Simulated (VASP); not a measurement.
Crystal: TiTc2.

```
CELL_PARAMETERS angstrom
-1.65882 1.65882 4.06004
1.65882 -1.65882 4.06004
1.65882 1.65882 -4.06004
ATOMIC_POSITIONS crystal
Ti 0.00000 0.00000 0.00000
Tc 0.33530 0.33530 0.00000
Tc 0.66470 0.66470 0.00000
```

```yaml
Program: VASP 6.6.1
Task: relaxation of cell and atoms
Functional: PBEsol
Potentials_or_basis: VASP PAW PBE potentials, release 64 (Ti_sv, Tc_pv)
Cutoff: 600 eV
k_mesh: 14 × 14 × 14
Occupations: gaussian, width 0.05 eV
Spin: no spin polarisation
```

At the start: pressure -5.6 GPa; volume 14.90 Å³/atom.

Task: Where does the relaxation end?

Result: Over 13 steps the energy falls by 306.5 meV/atom and the volume is 14.31 Å³/atom (-4.0 %); space group I4/mmm (No. 139, to 0.05 Å).

Step by step:
```
step  energy change (eV)  largest force (eV/Å)  pressure (GPa)  volume (Å³)
   1              0.0000                0.7006           -5.63        44.69
   2             -0.7600                0.5786           13.40        41.06
   3             -0.7596                0.6951           15.38        40.81
   4             -0.7672                0.2244           -7.68        44.51
   5             -0.9073                0.4307            2.32        42.65
   6             -0.9074                0.4365            2.60        42.60
   7             -0.9168                0.0013           -1.62        43.19
   8             -0.9186                0.1271           -0.41        43.02
   9             -0.9194                0.0298            0.12        42.90
  10             -0.9194                0.0117            0.24        42.88
  11             -0.9195                0.0199           -0.14        42.95
  12             -0.9195                0.0114           -0.13        42.93
  13             -0.9195                0.0075           -0.04        42.92
```

Final structure:
```yaml
crystal:
  lattice:
    - [-1.52547, 1.52547, 4.61098]
    - [1.52547, -1.52547, 4.61098]
    - [1.52547, 1.52547, -4.61098]
  atoms:
    - { symbol: Ti, position: [0.00000, 0.00000, 0.00000] }
    - { symbol: Tc, position: [0.33281, 0.33281, 0.00000] }
    - { symbol: Tc, position: [0.66719, 0.66719, 0.00000] }
```

Caveat: the PAW data sets were made with another functional, which shifts forces and pressure a little.
